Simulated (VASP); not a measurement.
A run of VASP 6.6.1:

Contents of INCAR:

```
ALGO     = Normal         # electronic algorithm
EDIFF    = 1E-6           # SCF threshold, eV
ENCUT    = 520            # plane-wave cutoff, eV
ISIF     = 2              # what is computed and relaxed
ISMEAR   = -1             # smearing method
LASPH    = True           # aspherical terms in the spheres
LCHARG   = False          # write CHGCAR
LREAL    = False          # projectors in reciprocal space
LWAVE    = False          # write WAVECAR
NBANDS   = 18             # bands
NELM     = 80             # most SCF steps
PREC     = Accurate       # precision mode
SIGMA    = 0.1            # smearing width, eV
```

KPOINTS

```
k-points
0
Gamma
  16 16 9
```

The input POSCAR:

```
Ag
1.0
    2.8147559599      0.0000000000      0.0000000000
   -1.4073779800      2.4376501667      0.0000000000
    0.0000000000      0.0000000000      4.6053567975
Ag
2
Direct
    0.3333333333      0.6666666667      0.2500000000
    0.6666666667      0.3333333333      0.7500000000
```

Potentials or basis: VASP PAW LDA potentials, release 64 (Ag).

Command:

```sh
$ cat potpaw_LDA.64/Ag/POTCAR > POTCAR
$ mpirun -np 1 vasp_std > vasp.out
```

Hardware: 1 thread of Intel(R) Xeon(R) 6975P-C (Granite Rapids) (shared host).

Question: How long does it take, and how much memory?

Answer: It took 18 s on 1 thread of Intel(R) Xeon(R) 6975P-C (Granite Rapids), with other jobs on the host, peak memory 0.19 GiB. Counts: scf iterations 10, k points 150.
